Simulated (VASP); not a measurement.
# Li3Ag (I4/mmm) in VASP: single point with LDA

Aim: the single point of Li3Ag with LDA.

Program: VASP 6.6.1. These are calculated values, not measurements. Logs are shortened: lines on timing, memory, paths and dates and some standing lists are left out, and cuts for length are marked.

## (1) The cell of the first run

Symmetry: I4/mmm, No. 139, tetragonal system. Conventional cell: a = 4.207 Å, b = 4.207 Å, c = 6.877 Å, α = 90.00°, β = 90.00°, γ = 90.00°. Within 3.6 Å of Li (site symmetry -4m2) lie 10 Li at 2.72 to 3.44 Å and 4 Ag at 2.72 Å. Li (site symmetry 4/mmm) has 8 Li at 2.72 Å and 6 Ag at 2.97 to 3.44 Å within 3.6 Å. Ag (site symmetry 4/mmm) has 14 Li at 2.72 to 3.44 Å within 3.6 Å.

## (2) Single point, LDA (functional LDA, strained)

The input, INCAR:

```
SYSTEM = Li3Ag
PREC = Accurate ; ENCUT = 520
EDIFF = 1E-6 ; ISMEAR = 0
SIGMA = 0.1 ; LREAL = .False.
LASPH = .True. ; NELM = 100
ALGO = Fast ; ISIF = 2
LWAVE = .False. ; LCHARG = .False.
NBANDS = 18
```

The input, KPOINTS:

```
regular mesh
0
Gamma
  14 14 14
  0 0 0
```

The input, POSCAR:

```
Li3Ag
1.0
   -2.1033033662      2.1033033662      3.4383437900
    2.1033033662     -2.1033033662      3.4383437900
    2.1033033662      2.1033033662     -3.4383437900
Li Ag
3 1
Direct
    0.2500000000      0.7500000000      0.5000000000
    0.7500000000      0.2500000000      0.5000000000
    0.5000000000      0.5000000000      0.0000000000
    0.0000000000      0.0000000000      0.0000000000
```

Potentials or basis: VASP PAW LDA potentials, release 64 (Li_sv, Ag).

Command:

```
> cat potpaw_LDA.64/Li_sv/POTCAR potpaw_LDA.64/Ag/POTCAR > POTCAR
> mpirun -np 1 vasp_std > vasp.out
```

OUTCAR:

```text
SYSTEM = Li3Ag
   PREC = Accurate
   ENCUT = 520
   EDIFF = 1E-6
   ISMEAR = 0
   LREAL = .False.
   LASPH = .True.
   NELM = 100
   ISIF = 2

 ion  position               nearest neighbor table
   1  0.250  0.750  0.500-   4 2.72   4 2.72   4 2.72   4 2.72
   2  0.750  0.250  0.500-   4 2.72   4 2.72   4 2.72   4 2.72
   3  0.500  0.500  0.000-   4 2.97   4 2.97   4 2.97   4 2.97
   4  0.000  0.000  0.000-   2 2.72   1 2.72   1 2.72   2 2.72   1 2.72   2 2.72   2 2.72   1 2.72
                             3 2.97   3 2.97   3 2.97   3 2.97

  LATTYP: Found a body centered tetragonal cell.
 ALAT       =     4.2066067324
 C/A-ratio  =     1.6347350769

  Lattice vectors:

 A1 = (  -2.1033033662,   2.1033033662,   3.4383437900)
 A2 = (   2.1033033662,  -2.1033033662,   3.4383437900)
 A3 = (   2.1033033662,   2.1033033662,  -3.4383437900)

Analysis of symmetry for initial positions (statically):
=====================================================================
 Subroutine PRICEL returns:
 Original cell was already a primitive cell.

 Routine SETGRP: Setting up the symmetry group for a
 body centered tetragonal supercell.

 Subroutine GETGRP returns: Found 16 space group operations
 (whereof 16 operations were pure point group operations)
 out of a pool of 16 trial point group operations.

The static configuration has the point symmetry D_4h.

Analysis of symmetry for dynamics (positions and initial velocities):
=====================================================================
 Subroutine PRICEL returns:
 Original cell was already a primitive cell.

 Routine SETGRP: Setting up the symmetry group for a
 body centered tetragonal supercell.

 Subroutine GETGRP returns: Found 16 space group operations
 (whereof 16 operations were pure point group operations)
 out of a pool of 16 trial point group operations.

The dynamic configuration has the point symmetry D_4h.

 Subroutine INISYM returns: Found 16 space group operations
 (whereof 16 operations are pure point group operations),
 and found     1 'primitive' translations

----------------------------------------------------------------------------------------

                                     Primitive cell

  volume of cell :      60.8434

  direct lattice vectors                    reciprocal lattice vectors
    -2.103303366  2.103303366  3.438343790     0.000000000  0.237721295  0.145418850
     2.103303366 -2.103303366  3.438343790     0.237721295  0.000000000  0.145418850
     2.103303366  2.103303366 -3.438343790     0.237721295  0.237721295  0.000000000

  length of vectors
     4.546424762  4.546424762  4.546424762     0.278671951  0.278671951  0.336188679

  position of ions in fractional coordinates (direct lattice)
     0.250000000  0.750000000  0.500000000
     0.750000000  0.250000000  0.500000000
     0.500000000  0.500000000  0.000000000
     0.000000000  0.000000000  0.000000000

  ion indices of the primitive-cell ions
   primitive index   ion index
                 1           1
                 2           2
                 3           3
                 4           4

----------------------------------------------------------------------------------------

 KPOINTS: regular mesh

Automatic generation of k-mesh.
 Grid dimensions read from file:
 generate k-points for:   14   14   14

 Generating k-lattice:

  Cartesian coordinates                     Fractional coordinates (reciprocal lattice)
     0.000000000  0.016980093  0.010387061     0.071428571 -0.000000000  0.000000000
     0.016980093  0.000000000  0.010387061    -0.000000000  0.071428571  0.000000000
     0.016980093  0.016980093  0.000000000     0.000000000  0.000000000  0.071428571

  Length of vectors
     0.019905139  0.019905139  0.024013477

  Shift w.r.t. Gamma in fractional coordinates (k-lattice)
     0.000000000  0.000000000  0.000000000

 Subroutine IBZKPT returns following result:
 ===========================================

 Found    244 irreducible k-points:

 Following reciprocal coordinates:
            Coordinates               Weight
  0.000000  0.000000  0.000000      1.000000
  0.071429 -0.000000  0.000000      8.000000
  0.142857  0.000000 -0.000000      8.000000
  0.214286  0.000000 -0.000000      8.000000
  0.285714 -0.000000  0.000000      8.000000
  0.357143  0.000000 -0.000000      8.000000
[... 16 lines left out ...]
  0.214286  0.142857  0.000000     16.000000
  0.285714  0.142857 -0.000000     16.000000
 [... further k-points ...]
   k-points           NKPTS =    244   k-points in BZ     NKDIM =    244   number of bands    NBANDS=     18
   number of dos      NEDOS =    301   number of ions     NIONS =      4
   total plane-waves  NPLWV =  46656
   dimension x,y,z NGX =    36 NGY =   36 NGZ =   36
   dimension x,y,z NGXF=    72 NGYF=   72 NGZF=   72
   ions per type =               3   1
   NGX,Y,Z   is equivalent  to a cutoff of  13.16, 13.16, 13.16 a.u.
   NGXF,Y,Z  is equivalent  to a cutoff of  26.33, 26.33, 26.33 a.u.
 SYSTEM =  Li3Ag
   PREC   = accura    normal or accurate (medium, high low for compatibility)
   ISTART =      0    job   : 0-new  1-cont  2-samecut
   ICHARG =      2    charge: 1-file 2-atom 10-const
   ISPIN  =      1    spin polarized calculation?
   LNONCOLLINEAR =      F non collinear calculations
   LSORBIT =      F    spin-orbit coupling
   LASPH  =      T    aspherical Exc in radial PAW
   ENCUT  =  520.0 eV  38.22 Ry    6.18 a.u.   8.45  8.45  8.45*2*pi/ulx,y,z
   NELM   =    100;   NELMIN=  2; NELMDL= -5     # of ELM steps
   EDIFF  = 0.1E-05   stopping-criterion for ELM
   LREAL  =      F    real-space projection
   EDIFFG = 0.1E-04   stopping-criterion for IOM
   NSW    =      0    number of steps for IOM
   IBRION =     -1    ionic relax: 0-MD 1-quasi-New 2-CG
   NFREE  =      0    steps in history (QN), initial steepest desc. (CG)
   ISIF   =      2    stress and relaxation
   ISYM   =      2    0-nonsym 1-usesym 2-fastsym
   POTIM  = 0.5000    time-step for ionic-motion
   TEBEG  =    0.0;   TEEND  =   0.0 temperature during run
   PSTRESS=    0.0 pullay stress
   NELECT =      20.0000    total number of electrons
   NUPDOWN=      -1.0000    fix difference up-down
   EMIN   =  10.00;   EMAX   =-10.00  energy-range for DOS
   EFERMI =   0.00;   METHOD = LEGACY
   ISMEAR =     0;   SIGMA  =   0.10  broadening in eV -4-tet -1-fermi 0-gaus
   EFERMI_NEDOS =   21; number of points for ismear=-14 and -15
   IALGO  =     68    algorithm
   IMIX   =      4    mixing-type and parameters
     AMIX     =   0.40;   BMIX     =  1.00
     AMIX_MAG =   1.60;   BMIX_MAG =  1.00
  volume/ion in A,a.u.               =      15.21       102.65
  Fermi-wavevector in a.u.,A,eV,Ry     =   1.129832  2.135072 17.368107  1.276520
  Thomas-Fermi vector in A             =   2.266526
   LORBIT       =      0    0 simple, 1 ext, 2 COOP (PROOUT), +10 PAW based schemes
   GGA     = CA    functional components
   LHFCALC =     F    Hartree Fock is set to
   AEXX    =    0.0000 exact exchange contribution
   IVDW    =     0    specifies the selected vdW correction
   LEPSILON=     F    determine dielectric tensor
   LRPA    =     F    only Hartree local field effects (RPA)
 non-spin polarized calculation
 RMM-DIIS sequential band-by-band and
 Gauss-broadening in eV      SIGMA  =   0.10
  energy-cutoff  :      520.00
  volume of cell :       60.84
 maximum number of plane-waves:      1658
 NGX is ok and might be reduce to    36
   NGX = 17   NGY = 17   NGZ = 17

 number of electron      20.0000015 magnetization

 Free energy of the ion-electron system (eV)
  ---------------------------------------------------
  ext. energy  EPLUGINS =         0.00000000
  ---------------------------------------------------
  free energy    TOTEN  =       -10.52421077 eV

  energy without entropy =      -10.51668573  energy(sigma->0) =      -10.52044825

 E-fermi :   3.4929     XC(G=0):  -9.3211

 val. band max:        3.4733115844   @ k =   0.5000   0.5000   0.2857
 cond. band min:       3.5052412003   @ k =   0.5000   0.5000   0.2857
 fundamental gap:      0.0319296159
 Fermi energy:         3.4929475740

 k-point     1 :       0.0000    0.0000    0.0000
  band No.  band energies     occupation
      1     -41.8314      2.00000
      2     -41.4667      2.00000
      3     -41.4479      2.00000
      4      -1.7207      2.00000
      5      -1.4731      2.00000
      6      -1.3980      2.00000
[... 10 lines left out ...]
     17      11.6880      0.00000
     18      11.8432      0.00000

 k-point     2 :       0.0714   -0.0000    0.0000
  band No.  band energies     occupation
      1     -41.8313      2.00000
      2     -41.4666      2.00000
      3     -41.4482      2.00000
      4      -1.6757      2.00000
      5      -1.4640      2.00000
      6      -1.3970      2.00000
[... 10 lines left out ...]
     17      11.4078      0.00000
     18      11.5245      0.00000

 k-point     3 :       0.1429    0.0000   -0.0000
  band No.  band energies     occupation
      1     -41.8309      2.00000
      2     -41.4661      2.00000
      3     -41.4490      2.00000
      4      -1.5643      2.00000
      5      -1.4281      2.00000
      6      -1.3843      2.00000
[... 10 lines left out ...]
     17      10.7942      0.00000
     18      11.3503      0.00000

 k-point     4 :       0.2143    0.0000   -0.0000
  band No.  band energies     occupation
      1     -41.8304      2.00000
      2     -41.4652      2.00000
      3     -41.4503      2.00000
      4      -1.5008      2.00000
      5      -1.4120      2.00000
      6      -1.3492      2.00000
[... 375 lines left out ...]
      4      -1.4152      2.00000
      5      -1.4046      2.00000
      6      -1.3551      2.00000
[... 10 lines left out ...]
     17      11.3192      0.00000
     18      12.8338      0.00000

 k-point    23 :       0.2143    0.1429    0.0000
  band No.  band energies     occupation
      1     -41.8297      2.00000
      2     -41.4647      2.00000
      3     -41.4514      2.00000
      4      -1.4154      2.00000
      5      -1.3778      2.00000
      6      -1.3330      2.00000
[... 10 lines left out ...]
     17      11.8285      0.00000
     18      13.2416      0.00000

 k-point    24 :       0.2857    0.1429   -0.0000
  band No.  band energies     occupation
      1     -41.8291      2.00000
      2     -41.4635      2.00000
      3     -41.4530      2.00000
      4      -1.4293      2.00000
      5      -1.3752      2.00000
      6      -1.3296      2.00000
[... 10 lines left out ...]
     17      12.1927      0.00000
     18      13.6705      0.00000

 [... further k-points ...]

------------------------ aborting loop because EDIFF is reached ----------------------------------------

  FORCE on cell =-STRESS in cart. coord.  units (eV):
  Direction    XX          YY          ZZ          XY          YZ          ZX
  --------------------------------------------------------------------------------------
  -------------------------------------------------------------------------------------
  Total       -0.1006083     -0.1006083     -0.0396201      0.0000000     -0.0000000      0.0000000
  in kB       -2.6493015     -2.6493015     -1.0433087      0.0000000     -0.0000000      0.0000000
  external PRESSURE =      -2.1139705 kB  Pullay stress =       0.0000000 kB

 VOLUME and BASIS-vectors are now :
 -----------------------------------------------------------------------------
  energy-cutoff  :      520.00
  volume of cell :       60.84
      direct lattice vectors                 reciprocal lattice vectors
    -2.103303366  2.103303366  3.438343790     0.000000000  0.237721295  0.145418850
     2.103303366 -2.103303366  3.438343790     0.237721295  0.000000000  0.145418850
     2.103303366  2.103303366 -3.438343790     0.237721295  0.237721295  0.000000000

 POSITION                                       TOTAL-FORCE (eV/Angst)
 -----------------------------------------------------------------------------------
      2.10330      0.00000      1.71917         0.000000     -0.000000     -0.000000
      0.00000      2.10330      1.71917        -0.000000      0.000000     -0.000000
      0.00000      0.00000      3.43834        -0.000000      0.000000      0.000000
      0.00000      0.00000      0.00000        -0.000000      0.000000      0.000000
 -----------------------------------------------------------------------------------
    total drift:                                0.000000      0.000000      0.000000

  FREE ENERGIE OF THE ION-ELECTRON SYSTEM (eV)
  ---------------------------------------------------
  free  energy   TOTEN  =       -10.5242107733 eV

  energy  without entropy=      -10.5166857259  energy(sigma->0) =      -10.52044825
```

Wall time 6.5 min (1 thread of Intel Xeon Platinum 8488C (Sapphire Rapids), shared host); peak memory 0.36 GiB.

What came out:

| Quantity | Value |
| --- | --- |
| Free energy | -10.5242 eV |
| Band gap on the k mesh | zero (band 10 reaches 7.50 eV, above the bottom of band 11 at 2.65 eV) |

Levels at points of the mesh, in eV from the Fermi level:
```
           k point  band 7  band 8  band 9  band 10  band 11  band 12  band 13  band 14
(0.00, 0.00, 0.00)   -4.89   -4.71   -4.63     4.01     4.01     4.13     4.72     5.00
(0.50, 0.00, 0.00)   -4.64   -4.56   -3.14    -2.01     2.42     3.28     3.75     4.59
(0.50, 0.50, 0.00)   -4.57   -4.51   -2.01    -1.05    -0.17    -0.15     3.63     5.45
(0.50, 0.50, 0.50)   -4.62   -4.57   -2.90    -1.76     0.67     0.67     4.71     6.50
```

Caveat: the cell differs from its parent crystal (functional LDA, strained); the cutoff is under 1.25 times the usual one of these potentials, so pressure, stress and relaxed cells hold a basis-set (Pulay) error.
